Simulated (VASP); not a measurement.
Here is a VASP 6.6.1 calculation.

INCAR

```
SYSTEM = MgO
PREC = Accurate ; ENCUT = 520
EDIFF = 1E-6 ; ISMEAR = 0
SIGMA = 0.05 ; LREAL = .False.
LASPH = .True. ; NELM = 100
ALGO = Normal ; ISIF = 2
LWAVE = .False. ; LCHARG = .True.
GGA = PS ; LELF = .True.
LVHAR = .True. ; NBANDS = 16
```

Contents of KPOINTS:

```
Automatic mesh
0
Gamma
  9 9 6
  0 0 0
```

File POSCAR:

```
MgO
1.0
    3.2399209199      0.0000000000      0.0000000000
   -1.6199604600      2.8058538229      0.0000000000
    0.0000000000      0.0000000000      5.2182166336
Mg O
2 2
Direct
    0.3333333333      0.6666666667     -0.0435585739
    0.6666666667      0.3333333333      0.4564414261
    0.3333333333      0.6666666667      0.4009416620
    0.6666666667      0.3333333333      0.9009416620
```

Potentials or basis: VASP PAW PBE potentials, release 64 (Mg, O).

Launch:

```console
$ cat potpaw_PBE.64/Mg/POTCAR potpaw_PBE.64/O/POTCAR > POTCAR
$ mpirun -np 1 vasp_std > vasp.out
```

Question: Estimate the band gap on the k mesh.

Answer: 3.08 eV, direct.

Question: Estimate the largest force.

Answer: 0.806 eV/Å.

Question: Predict the pressure.

Answer: 4.8 GPa.

Stress tensor (GPa, compression positive):
```
 12.71   0.00   0.00
  0.00  12.71   0.00
  0.00   0.00 -10.97
```

Caveat: the PAW data sets were made with another functional, which shifts forces and pressure a little. A k mesh can miss the band edges.
